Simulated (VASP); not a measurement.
The system is CsPPb.

```xyz
6
Lattice="5.1115 0.0000 0.0000 0.0000 5.1115 0.0000 0.0000 0.0000 9.0227" Properties=species:S:1:pos:R:3 pbc="T T T"
Cs    0.0000    2.5558    7.2618
Cs    2.5558    0.0000    1.7609
P     2.5558    0.0000    5.8205
P     0.0000    2.5558    3.2022
Pb    2.5558    2.5558    0.0000
Pb    0.0000    0.0000    0.0000
```

```yaml
Program: VASP 6.6.1
Task: relaxation of cell and atoms
Functional: PBEsol
Potentials_or_basis: VASP PAW PBE potentials, release 64 (Cs_sv, P, Pb_d)
Cutoff: 600 eV
k_mesh: 4 × 4 × 2
Occupations: fermi-dirac, width 0.03 eV
Spin: no spin polarisation
```

At the start: pressure 2.5 GPa; volume 39.29 Å³/atom.

Question: How do energy, volume and symmetry change on relaxing?

Answer: Over 29 steps the energy falls by 1566.7 meV/atom and the volume is 34.61 Å³/atom (-11.9 %); space group P4/nmm (No. 129, to 0.1 Å) before and after.

The path:
```tsv
step	energy change (eV)	largest force (eV/Å)	pressure (GPa)	volume (Å³)
1	0.0000	3.9242	2.52	235.74
2	-1.5711	2.3987	-1.05	257.33
3	-2.3023	1.5752	-2.83	279.57
4	-2.5402	1.7150	-3.97	326.82
5	-4.1057	2.1975	-4.17	293.92
6	-3.7136	7.1733	5.38	205.25
7	-5.1453	3.0048	-3.17	258.79
8	-5.0857	5.1674	1.04	221.78
9	-5.4327	3.7785	-1.82	240.69
10	-7.3853	2.9807	-0.66	212.73
11	-8.6401	1.2113	5.15	177.49
12	-9.2974	0.3486	1.38	194.80
13	-9.3683	0.1805	0.50	201.25
14	-9.3531	0.1595	-0.75	214.40
15	-9.3837	0.1119	-0.11	206.97
16	-9.3840	0.1091	-0.04	206.30
17	-9.3838	0.1065	0.02	205.71
18	-9.3855	0.0964	0.03	205.67
19	-9.3900	0.0757	0.06	205.57
20	-9.3954	0.0868	0.15	205.34
21	-9.3816	0.1863	0.44	204.83
22	-9.3958	0.0830	0.18	205.28
23	-9.3979	0.0797	-0.04	207.10
24	-9.3980	0.0788	-0.10	207.60
25	-9.3995	0.0323	-0.03	207.61
26	-9.3997	0.0327	0.01	207.61
27	-9.3999	0.0254	-0.01	207.74
28	-9.4001	0.0104	-0.06	208.00
29	-9.4002	0.0072	-0.01	207.67
```

Final structure:
```
Cs P Pb
1.0
     5.14980    0.00000    0.00000
     0.00000    5.14980    0.00000
     0.00000    0.00000    7.83041
Cs P Pb
2 2 2
Direct
  0.00000 0.50000 0.64502
  0.50000 0.00000 0.35498
  0.50000 0.00000 0.82081
  0.00000 0.50000 0.17919
  0.50000 0.50000 0.00000
  0.00000 0.00000 0.00000
```

Caveat: the PAW data sets were made with another functional, which shifts forces and pressure a little.
